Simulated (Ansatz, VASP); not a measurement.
## Two plane-wave programs on Tl

Contents of INCAR:

```
SYSTEM = Tl
ALGO = Normal
EDIFF = 1E-6
ENCUT = 520
GGA = CA
ISIF = 2
ISMEAR = -1
LASPH = .TRUE.
LCHARG = .FALSE.
LREAL = .FALSE.
LWAVE = .FALSE.
NBANDS = 20
NELM = 80
PREC = Accurate
SIGMA = 0.03
```

Contents of KPOINTS:

```
k-points
0
G
  11 11 6
  0 0 0
```

Contents of POSCAR:

```
Tl
1.0
    3.4014029632      0.0000000000      0.0000000000
   -1.7007014816      2.9457013746      0.0000000000
    0.0000000000      0.0000000000      5.4430041633
Tl
2
Direct
    0.3333333333      0.6666666667      0.2500000000
    0.6666666667      0.3333333333      0.7500000000
```

Input for Ansatz:

```yaml
crystal:
  lattice:
    - [3.4014029632, 0.0, 0.0]
    - [-1.7007014816, 2.9457013746, 0.0]
    - [0.0, 0.0, 5.4430041633]
  atoms:
    - { symbol: Tl, position: [0.3333333333, 0.6666666667, 0.25] }
    - { symbol: Tl, position: [0.6666666667, 0.3333333333, 0.75] }
hamiltonian:
  xc: lda
  pseudopotentials:
    kind: paw
    azcp:
      Tl: "pseudopotentials/Tl.paw.azcp"
basis:
  ecutwfc: 420
  fft_grid_basis: typed
kpoints:
  mp_grid: { grid: [11, 11, 6], shift: [0, 0, 0] }
magnetization:
  spin_polarized: false
scf:
  occupations: { method: fermi_dirac, width: 0.03 }
  lower_state_search: "off"
output:
  stress: true
```

Alike in both runs: task single point; functional LDA; k mesh 11 × 11 × 6; occupations fermi-dirac, width 0.03 eV; no spin polarisation.

|  | VASP | Ansatz |
| --- | --- | --- |
| version | VASP 6.6.1 | Ansatz 0.2.0 |
| potentials or method | VASP PAW LDA potentials, release 64 (Tl_d), cutoff 520 eV | plane waves (420 eV) with PAW, scalar-relativistic |
| valence electrons in the cell | 26 | 26 |

Ansatz gave:

- pressure (GPa): 0.0
- traceless stress, the component that is largest in VASP (GPa): 0.39

Estimate VASP's values.

pressure (GPa): 0.0; traceless stress, the component that is largest in VASP (GPa): 0.44.

Ansatz warns that its potentials were made for another functional, while VASP's fit it. LDA's correlation is that of Perdew and Zunger in VASP and of Perdew and Wang (1992) in Ansatz.

Neither program's run includes spin-orbit coupling.
